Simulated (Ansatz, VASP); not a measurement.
One calculation of GaGe3, two programs

The input INCAR:

```
SYSTEM = GaGe3
ALGO = Normal
EDIFF = 1E-6
ENCUT = 520
GGA = PS
ISIF = 2
ISMEAR = -1
LASPH = .True.
LCHARG = .False.
LREAL = .False.
LWAVE = .False.
NBANDS = 36
NELM = 80
PREC = Accurate
SIGMA = 0.05
```

The input KPOINTS:

```
k-points
0
Gamma
  7 7 7
  0 0 0
```

File POSCAR:

```
GaGe3
1.0
    0.0000000000      3.4095992233      3.4095992233
    3.4095992233      0.0000000000      3.4095992233
    3.4095992233      3.4095992233      0.0000000000
Ge Ga
3 1
Direct
    0.5000000000      0.5000000000      0.5000000000
    0.7500000000      0.7500000000      0.7500000000
    0.2500000000      0.2500000000      0.2500000000
    0.0000000000      0.0000000000      0.0000000000
```

File input.yaml:

```yaml
crystal:
  lattice:
    - [0.0, 3.4095992233, 3.4095992233]
    - [3.4095992233, 0.0, 3.4095992233]
    - [3.4095992233, 3.4095992233, 0.0]
  atoms:
    - { symbol: Ge, position: [0.5, 0.5, 0.5] }
    - { symbol: Ge, position: [0.75, 0.75, 0.75] }
    - { symbol: Ge, position: [0.25, 0.25, 0.25] }
    - { symbol: Ga, position: [0.0, 0.0, 0.0] }
kpoints:
  mp_grid: { grid: [7, 7, 7] }
scf:
  occupations: { method: fermi_dirac, width: 0.05 }
hamiltonian:
  xc: pbesol
  pseudopotentials: { kind: all_electron, lapw: { basis_error: 0.001 } }
output:
  forces: true
  stress: true
  eigenvalues: true
```

Change from the starting cell: volume scaled by 1.02.

Alike in both runs: task single point; functional PBEsol; k mesh 7 × 7 × 7; occupations fermi-dirac, width 0.05 eV; no spin polarisation.

|  | VASP | Ansatz |
| --- | --- | --- |
| version | VASP 6.6.1 | Ansatz 0.2.0 |
| potentials or method | VASP PAW PBE potentials, release 64 (Ge_d, Ga_d), cutoff 520 eV | all-electron LAPW, scalar-relativistic |

```tsv
	VASP	Ansatz	Ansatz less VASP
gap on the k mesh at the Fermi level (eV)	none	none	-
pressure (GPa)	-5.0	-4.9	+0.04
```

VASP's potentials were made for PBE, not for PBEsol. A gap of «none» marks a metal or a gap that the smearing closes. Ansatz ran all-electron here, and VASP with PAW potentials.
